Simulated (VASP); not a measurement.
# Ge16N (a cell with a defect) in VASP: single point with PBE+D3(BJ)

Aim: the single point of Ge16N (a cell with a defect) with PBE+D3(BJ).

Program: VASP 6.6.1. These are calculated values, not measurements. Logs are shortened: lines on timing, memory, paths and dates and some standing lists are left out, and cuts for length are marked.

## Step 1: The cell of the first run

The cell holds a defect, 17 atoms: a = 8.004 Å, b = 8.004 Å, c = 8.004 Å, α = 60.00°, β = 60.00°, γ = 60.00°.

## Step 2: Single point, PBE+D3(BJ)

Contents of INCAR:

```
SYSTEM = Ge16N
ALGO = Normal
EDIFF = 1E-6
ENCUT = 520
GGA = PE
ISIF = 2
ISMEAR = -1
IVDW = 12
LASPH = .TRUE.
LCHARG = .FALSE.
LREAL = Auto
LWAVE = .FALSE.
NBANDS = 128
NELM = 60
PREC = Accurate
SIGMA = 0.15
```

Contents of KPOINTS:

```
k-points
0
G
  2 2 2
  0 0 0
```

Contents of POSCAR:

```
Ge16N
1.0
    0.0000000000      5.6600000000      5.6600000000
    5.6600000000      0.0000000000      5.6600000000
    5.6600000000      5.6600000000      0.0000000000
Ge N
16 1
Direct
    0.0259462483      0.0229357648     -0.0109948577
    0.1397227251      0.1374974045      0.1398723382
   -0.0480400076     -0.0472145572      0.4904006574
    0.0420288105      0.0629808177      0.6614186611
    0.0110261360      0.5102956333      0.0069881185
    0.1521174700      0.6510370744      0.0983967645
    0.0531405154      0.4820354121      0.4702753132
    0.1476636899      0.5926432914      0.6366175539
    0.5127339303      0.0102551065      0.0082909598
    0.6533747454      0.1483119063      0.1035433770
    0.4792576318      0.0501807039      0.4748943742
    0.5906990943      0.1466824752      0.6383640544
    0.5268809396      0.5228039945     -0.0360789331
    0.6372058678      0.6363241292      0.1139852551
    0.5178067056      0.5161739964      0.4900153563
    0.6568153442      0.6536071441      0.5872698880
    0.2126320535      0.2125183030      0.4440989193
```

Potentials or basis: VASP PAW PBE potentials, release 64 (Ge_d, N).

The run is started by

```console
cat potpaw_PBE.64/Ge_d/POTCAR potpaw_PBE.64/N/POTCAR > POTCAR
mpirun -np 1 vasp_std > vasp.out
```

OUTCAR:

```text
SYSTEM = Ge16N
   EDIFF = 1E-6
   ENCUT = 520
   GGA = PE
   ISIF = 2
   ISMEAR = -1
   IVDW = 12
   LASPH = .TRUE.
   LREAL = Auto
   NELM = 60
   PREC = Accurate
 IVDW          = 12

 ion  position               nearest neighbor table
   1  0.026  0.023  0.989-   4 2.42   6 2.43  10 2.44   2 2.48
   2  0.140  0.137  0.140-   5 2.44   9 2.44   1 2.48   3 2.48
   3  0.952  0.953  0.490-   4 2.45   8 2.47  12 2.47   2 2.48
   4  0.042  0.063  0.661-  17 1.87   1 2.42   3 2.45
   5  0.011  0.510  0.007-   8 2.44   2 2.44  14 2.45   6 2.45
   6  0.152  0.651  0.098-   1 2.43   5 2.45   7 2.45  13 2.45
   7  0.053  0.482  0.470-  17 1.94   8 2.45   6 2.45  16 2.60
   8  0.148  0.593  0.637-   5 2.44  15 2.44   7 2.45   3 2.47
   9  0.513  0.010  0.008-   2 2.44  12 2.44  14 2.45  10 2.45
  10  0.653  0.148  0.104-   1 2.44  13 2.45  11 2.45   9 2.45
  11  0.479  0.050  0.475-  17 1.93  12 2.44  10 2.45  16 2.61
  12  0.591  0.147  0.638-   9 2.44  15 2.44  11 2.44   3 2.47
  13  0.527  0.523  0.964-  14 2.45  10 2.45   6 2.45  16 2.46
  14  0.637  0.636  0.114-   5 2.45   9 2.45  13 2.45  15 2.46
  15  0.518  0.516  0.490-  12 2.44   8 2.44  16 2.45  14 2.46
  16  0.657  0.654  0.587-  15 2.45  13 2.46   7 2.60  11 2.61
  17  0.213  0.213  0.444-   4 1.87  11 1.93   7 1.94

  LATTYP: Found a face centered cubic cell.
 ALAT       =    11.3200000000

  Lattice vectors:

 A1 = (   0.0000000000,   5.6600000000,   5.6600000000)
 A2 = (   5.6600000000,   0.0000000000,   5.6600000000)
 A3 = (   5.6600000000,   5.6600000000,   0.0000000000)

Analysis of symmetry for initial positions (statically):
=====================================================================
 Subroutine PRICEL returns:
 Original cell was already a primitive cell.

 Routine SETGRP: Setting up the symmetry group for a
 face centered cubic supercell.

 Subroutine GETGRP returns: Found  1 space group operations
 (whereof  1 operations were pure point group operations)
 out of a pool of 48 trial point group operations.

The static configuration has the point symmetry C_1 .

Analysis of symmetry for dynamics (positions and initial velocities):
=====================================================================
 Subroutine PRICEL returns:
 Original cell was already a primitive cell.

 Routine SETGRP: Setting up the symmetry group for a
 face centered cubic supercell.

 Subroutine GETGRP returns: Found  1 space group operations
 (whereof  1 operations were pure point group operations)
 out of a pool of 48 trial point group operations.

The dynamic configuration has the point symmetry C_1 .

 Subroutine INISYM returns: Found  1 space group operations
 (whereof  1 operations are pure point group operations),
 and found     1 'primitive' translations

----------------------------------------------------------------------------------------

                                     Primitive cell

  volume of cell :     362.6430

  direct lattice vectors                    reciprocal lattice vectors
     0.000000000  5.660000000  5.660000000    -0.088339223  0.088339223  0.088339223
     5.660000000  0.000000000  5.660000000     0.088339223 -0.088339223  0.088339223
     5.660000000  5.660000000  0.000000000     0.088339223  0.088339223 -0.088339223

  length of vectors
     8.004448763  8.004448763  8.004448763     0.153008022  0.153008022  0.153008022

  position of ions in fractional coordinates (direct lattice)
     0.025946248  0.022935765  0.989005142
     0.139722725  0.137497405  0.139872338
     0.951959992  0.952785443  0.490400657
     0.042028810  0.062980818  0.661418661
     0.011026136  0.510295633  0.006988118
     0.152117470  0.651037074  0.098396765
[... 9 lines left out ...]
     0.656815344  0.653607144  0.587269888
     0.212632054  0.212518303  0.444098919

  ion indices of the primitive-cell ions
   primitive index   ion index
                 1           1
                 2           2
                 3           3
                 4           4
                 5           5
                 6           6
[... 9 lines left out ...]
                16          16
                17          17

----------------------------------------------------------------------------------------

 KPOINTS: k-points

Automatic generation of k-mesh.
 Grid dimensions read from file:
 generate k-points for:    2    2    2

 Generating k-lattice:

  Cartesian coordinates                     Fractional coordinates (reciprocal lattice)
    -0.044169611  0.044169611  0.044169611     0.500000000  0.000000000  0.000000000
     0.044169611 -0.044169611  0.044169611     0.000000000  0.500000000  0.000000000
     0.044169611  0.044169611 -0.044169611     0.000000000  0.000000000  0.500000000

  Length of vectors
     0.076504011  0.076504011  0.076504011

  Shift w.r.t. Gamma in fractional coordinates (k-lattice)
     0.000000000  0.000000000  0.000000000

 Subroutine IBZKPT returns following result:
 ===========================================

 Found      8 irreducible k-points:

 Following reciprocal coordinates:
            Coordinates               Weight
  0.000000  0.000000  0.000000      1.000000
  0.500000  0.000000  0.000000      1.000000
  0.000000  0.500000  0.000000      1.000000
  0.000000  0.000000  0.500000      1.000000
  0.500000  0.500000  0.500000      1.000000
  0.500000  0.500000  0.000000      1.000000
  0.000000  0.500000  0.500000      1.000000
  0.500000  0.000000  0.500000      1.000000
   k-points           NKPTS =      8   k-points in BZ     NKDIM =      8   number of bands    NBANDS=    128
   number of dos      NEDOS =    301   number of ions     NIONS =     17
   total plane-waves  NPLWV = 216000
   dimension x,y,z NGX =    60 NGY =   60 NGZ =   60
   dimension x,y,z NGXF=   120 NGYF=  120 NGZF=  120
   ions per type =              16   1
   NGX,Y,Z   is equivalent  to a cutoff of  12.46, 12.46, 12.46 a.u.
   NGXF,Y,Z  is equivalent  to a cutoff of  24.92, 24.92, 24.92 a.u.
 SYSTEM =  Ge16N
   PREC   = accura    normal or accurate (medium, high low for compatibility)
   ISTART =      0    job   : 0-new  1-cont  2-samecut
   ICHARG =      2    charge: 1-file 2-atom 10-const
   ISPIN  =      1    spin polarized calculation?
   LNONCOLLINEAR =      F non collinear calculations
   LSORBIT =      F    spin-orbit coupling
   LASPH  =      T    aspherical Exc in radial PAW
   ENCUT  =  520.0 eV  38.22 Ry    6.18 a.u.  14.88 14.88 14.88*2*pi/ulx,y,z
   NELM   =     60;   NELMIN=  2; NELMDL= -5     # of ELM steps
   EDIFF  = 0.1E-05   stopping-criterion for ELM
   LREAL  =      T    real-space projection
   EDIFFG = 0.1E-04   stopping-criterion for IOM
   NSW    =      0    number of steps for IOM
   IBRION =     -1    ionic relax: 0-MD 1-quasi-New 2-CG
   NFREE  =      0    steps in history (QN), initial steepest desc. (CG)
   ISIF   =      2    stress and relaxation
   ISYM   =      2    0-nonsym 1-usesym 2-fastsym
   POTIM  = 0.5000    time-step for ionic-motion
   TEBEG  =    0.0;   TEEND  =   0.0 temperature during run
   PSTRESS=    0.0 pullay stress
   NELECT =     229.0000    total number of electrons
   NUPDOWN=      -1.0000    fix difference up-down
   EMIN   =  10.00;   EMAX   =-10.00  energy-range for DOS
   EFERMI =   0.00;   METHOD = LEGACY
   ISMEAR =    -1;   SIGMA  =   0.15  broadening in eV -4-tet -1-fermi 0-gaus
   EFERMI_NEDOS =   21; number of points for ismear=-14 and -15
   IALGO  =     38    algorithm
   IMIX   =      4    mixing-type and parameters
     AMIX     =   0.40;   BMIX     =  1.00
     AMIX_MAG =   1.60;   BMIX_MAG =  1.00
  volume/ion in A,a.u.               =      21.33       143.96
  Fermi-wavevector in a.u.,A,eV,Ry     =   1.404517  2.654152 26.839765  1.972667
  Thomas-Fermi vector in A             =   2.527070
   LORBIT       =      0    0 simple, 1 ext, 2 COOP (PROOUT), +10 PAW based schemes
   GGA     = PE    functional components
   LHFCALC =     F    Hartree Fock is set to
   AEXX    =    0.0000 exact exchange contribution
   IVDW    =    12    specifies the selected vdW correction
   LEPSILON=     F    determine dielectric tensor
   LRPA    =     F    only Hartree local field effects (RPA)
 non-spin polarized calculation
  energy-cutoff  :      520.00
  volume of cell :      362.64
 maximum number of plane-waves:      9841
 NGX is ok and might be reduce to    60
   NGX = 29   NGY = 29   NGZ = 29

 number of electron     228.9999987 magnetization

 Free energy of the ion-electron system (eV)
  ---------------------------------------------------
  ext. energy  EPLUGINS =         0.00000000
  ---------------------------------------------------
  free energy    TOTEN  =       -76.29403096 eV

  energy without entropy =      -75.99810291  energy(sigma->0) =      -76.14606694

 E-fermi :   5.0789     XC(G=0): -10.0880

 val. band max:        5.0221216213   @ k =   0.0000   0.0000   0.0000
 cond. band min:       5.0825626370   @ k =   0.5000   0.5000   0.5000
 fundamental gap:      0.0604410157
 Fermi energy:         5.0788701971

 k-point     1 :       0.0000    0.0000    0.0000
  band No.  band energies     occupation
      1     -19.9286      2.00000
      2     -19.8668      2.00000
      3     -19.8506      2.00000
      4     -19.8435      2.00000
      5     -19.7655      2.00000
      6     -19.7547      2.00000
[... 118 lines left out ...]
    125       7.2725      0.00000
    126       7.5281      0.00000

 k-point     2 :       0.5000    0.0000    0.0000
  band No.  band energies     occupation
      1     -19.9287      2.00000
      2     -19.8665      2.00000
      3     -19.8509      2.00000
      4     -19.8437      2.00000
      5     -19.7684      2.00000
      6     -19.7550      2.00000
[... 118 lines left out ...]
    125       8.3454      0.00000
    126       8.7678      0.00000

 k-point     3 :       0.0000    0.5000    0.0000
  band No.  band energies     occupation
      1     -19.9285      2.00000
      2     -19.8670      2.00000
      3     -19.8509      2.00000
      4     -19.8439      2.00000
      5     -19.7706      2.00000
      6     -19.7485      2.00000
[... 118 lines left out ...]
    125       8.4357      0.00000
    126       8.7524      0.00000

 k-point     4 :       0.0000    0.0000    0.5000
  band No.  band energies     occupation
      1     -19.9284      2.00000
      2     -19.8665      2.00000
      3     -19.8513      2.00000
      4     -19.8436      2.00000
      5     -19.7689      2.00000
      6     -19.7578      2.00000
[... 118 lines left out ...]
    125       8.5131      0.00000
    126       8.6943      0.00000

 k-point     5 :       0.5000    0.5000    0.5000
  band No.  band energies     occupation
      1     -19.9284      2.00000
      2     -19.8669      2.00000
      3     -19.8507      2.00000
      4     -19.8443      2.00000
      5     -19.7736      2.00000
      6     -19.7553      2.00000
[... 118 lines left out ...]
    125       8.5518      0.00000
    126       8.7117      0.00000

 k-point     6 :       0.5000    0.5000    0.0000
  band No.  band energies     occupation
      1     -19.9287      2.00000
      2     -19.8670      2.00000
      3     -19.8513      2.00000
      4     -19.8442      2.00000
      5     -19.7730      2.00000
      6     -19.7506      2.00000
[... 118 lines left out ...]
    125       8.8463      0.00000
    126       9.2940      0.00000

 k-point     7 :       0.0000    0.5000    0.5000
  band No.  band energies     occupation
      1     -19.9284      2.00000
      2     -19.8667      2.00000
      3     -19.8509      2.00000
      4     -19.8439      2.00000
      5     -19.7716      2.00000
      6     -19.7548      2.00000
[... 118 lines left out ...]
    125       8.9089      0.00000
    126       9.0509      0.00000

 k-point     8 :       0.5000    0.0000    0.5000
  band No.  band energies     occupation
      1     -19.9284      2.00000
      2     -19.8663      2.00000
      3     -19.8510      2.00000
      4     -19.8440      2.00000
      5     -19.7704      2.00000
      6     -19.7578      2.00000
[... 118 lines left out ...]
    125       8.8398      0.00000
    126       9.0246      0.00000
 [bands above 126 left out]

------------------------ aborting loop because EDIFF is reached ----------------------------------------

 Edisp (eV)   -4.96924

 E8    (eV) :    -2.2007

  FORCE on cell =-STRESS in cart. coord.  units (eV):
  Direction    XX          YY          ZZ          XY          YZ          ZX
  --------------------------------------------------------------------------------------
  -------------------------------------------------------------------------------------
  Total       5.31849     5.33443     8.81894     1.89481    -0.17003    -0.16709
  in kB      23.49738    23.56783    38.96259     8.37139    -0.75122    -0.73821
  external pressure =       28.68 kB  Pullay stress =        0.00 kB

 VOLUME and BASIS-vectors are now :
 -----------------------------------------------------------------------------
  energy-cutoff  :      520.00
  volume of cell :      362.64
      direct lattice vectors                 reciprocal lattice vectors
     0.000000000  5.660000000  5.660000000    -0.088339223  0.088339223  0.088339223
     5.660000000  0.000000000  5.660000000     0.088339223 -0.088339223  0.088339223
     5.660000000  5.660000000  0.000000000     0.088339223  0.088339223 -0.088339223

 POSITION                                       TOTAL-FORCE (eV/Angst)
 -----------------------------------------------------------------------------------
      5.72759      5.74462      0.27667         0.016787      0.011416      0.048654
      1.56991      1.58251      1.56907        -0.010312     -0.002698     -0.022764
      8.16843      8.16376     10.78086         0.022316      0.020204      0.023248
      4.10010      3.98151      0.59435        -0.020736     -0.022353      0.029593
      2.92783      0.10196      2.95068         0.013513     -0.014848      0.004051
      4.24180      1.41791      4.54585        -0.016215      0.010022     -0.038731
[... 9 lines left out ...]
      7.02336      7.04152      7.41699        -0.001433     -0.000127     -0.004229
      3.71645      3.71710      2.40635         0.005835      0.024404     -0.061427
 -----------------------------------------------------------------------------------
    total drift:                                0.001889      0.001316     -0.002662

  FREE ENERGIE OF THE ION-ELECTRON SYSTEM (eV)
  ---------------------------------------------------
  free  energy   TOTEN  =       -81.2632725765 eV

  energy  without entropy=      -80.9673445287  energy(sigma->0) =      -81.11530855
```

Wall time 8.6 min (1 thread of Intel Xeon 6975P-C (Granite Rapids), shared host); peak memory 0.6 GiB.

Results:

```
Free energy                : -81.2633 eV
Pressure                   : 2.9 GPa
Largest force              : 0.066 eV/Å
Band gap on the k mesh     : zero (an odd number of electrons rules out a gap without spin polarisation)
Dispersion energy per atom : -0.292 eV
```

Forces in eV/Å, atoms in the order of the input:
```
Ge   0.017  0.011  0.049
Ge  -0.010 -0.003 -0.023
Ge   0.022  0.020  0.023
Ge  -0.021 -0.022  0.030
Ge   0.014 -0.015  0.004
Ge  -0.016  0.010 -0.039
Ge   0.002 -0.005  0.028
Ge  -0.009  0.001 -0.003
Ge  -0.013  0.011 -0.004
Ge   0.016 -0.015 -0.041
Ge  -0.017 -0.011  0.040
Ge  -0.008 -0.011 -0.005
Ge   0.013  0.005 -0.006
Ge   0.017  0.015  0.026
Ge  -0.012 -0.017 -0.012
Ge  -0.001  0.000 -0.004
N    0.006  0.024 -0.061
```

Caveat: the k points lie up to 0.48 Å⁻¹ apart, too coarse for converged energies and pressures of a metal.
